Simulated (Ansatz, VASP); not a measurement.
## Two plane-wave programs on CrN2

```
Cr N
1.0
     3.90179    0.00000    0.00000
     0.00000    4.80951    0.00000
     0.00000    0.00000    2.78417
Cr N
2 4
Direct
  0.00000 0.00000 0.00000
  0.50000 0.50000 0.50000
  0.86617 0.58878 0.00000
  0.13383 0.41123 0.00000
  0.36617 0.91122 0.50000
  0.63383 0.08878 0.50000
```

Alike in both runs: task single point; functional PBEsol; k mesh 6 × 5 × 8; occupations fermi-dirac, width 0.05 eV; collinear spin; fixed moment 12 μB.

|  | VASP | Ansatz |
| --- | --- | --- |
| version | VASP 6.6.1 | Ansatz 0.2.0 |
| potentials or method | VASP PAW PBE potentials, release 64 (Cr_pv, N) | Ansatz PAW |
| plane-wave cutoff (eV) | 520 | 420 |
| valence electrons in the cell | 44 | 48 |

Ansatz gave:

```
rms of the force components (eV/Å)                            : 3.029
net moment per atom (μB)                                      : 2.00
size of the moment on the site where the two differ most (μB) : 3.25
```

Estimate VASP's values.

rms of the force components (eV/Å): 2.968; net moment per atom (μB): 2.00; size of the moment on the site where the two differ most (μB): 4.00.

VASP's potentials were made for PBE, not for PBEsol. Site moments also hang on the region over which each program counts them. Atom by atom the forces differ by 0.061 eV/Å (rms over components). VASP's potentials hold 44 valence electrons a cell and Ansatz's 48, so a difference there can come from the potentials and not from the codes.
